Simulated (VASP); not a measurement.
Set up this calculation in VASP 6.6.1, as the native input.

| Item | Value |
| --- | --- |
| Task | single point |
| Functional | PBE |
| Potentials or basis | VASP PAW PBE potentials, release 64 (Zr_sv, C) |
| Cutoff | 520 eV |
| k mesh | 6 × 6 × 4 |
| Occupations | gaussian, width 0.1 eV |
| Spin | collinear spin, ferromagnetic start |
| Starting moments | [1.0, 0.0] μB |
| Dipole correction | no |
| Further INCAR settings | ALGO = Normal; EDIFF = 1e-06; NBANDS = 19 |

The structure of ZrC lies in POSCAR:

```
ZrC
1.0
    3.1820498165      0.0000000000      0.0000000000
    0.0000000000      3.1820498165      0.0000000000
    0.0000000000      0.0000000000      4.0300443533
Zr C
1 1
Direct
    0.5000000000      0.5000000000      0.0000000000
    0.0000000000      0.0000000000      0.0000000000
```

One way to write it, as run:

INCAR

```
ALGO     = Normal         # electronic algorithm
EDIFF    = 1E-6           # SCF threshold, eV
ENCUT    = 520            # plane-wave cutoff, eV
GGA      = PE             # functional
ISIF     = 2              # what is computed and relaxed
ISMEAR   = 0              # smearing method
ISPIN    = 2              # spin polarisation
LASPH    = True           # aspherical terms in the spheres
LCHARG   = False          # write CHGCAR
LMAXMIX  = 4              # l up to which the mixer works
LORBIT   = 11             # projections on sites
LREAL    = False          # projectors in reciprocal space
LWAVE    = False          # write WAVECAR
MAGMOM   = 1 0            # initial moments
NBANDS   = 19             # bands
NELM     = 150            # most SCF steps
PREC     = Accurate       # precision mode
SIGMA    = 0.1            # smearing width, eV
```

KPOINTS

```
k-points
0
Gamma
  6 6 4
```

Potentials or basis: VASP PAW PBE potentials, release 64 (Zr_sv, C).

Launch:

```sh
$ cat potpaw_PBE.64/Zr_sv/POTCAR potpaw_PBE.64/C/POTCAR > POTCAR
$ mpirun -np 1 vasp_std > vasp.out
```

Results of the run:

The pressure is 0.1 GPa and the band gap on the k mesh is zero (filled and empty bands overlap). The net moment is 0.00 μB per cell. The valence electrons inside the program's atomic spheres are Zr 9.81; C 2.33.

Caveat: the k points lie up to 0.39 Å⁻¹ apart.

It took 18 s on 1 thread of Intel(R) Xeon(R) 6975P-C (Granite Rapids), on a shared host, peak memory 0.18 GiB.
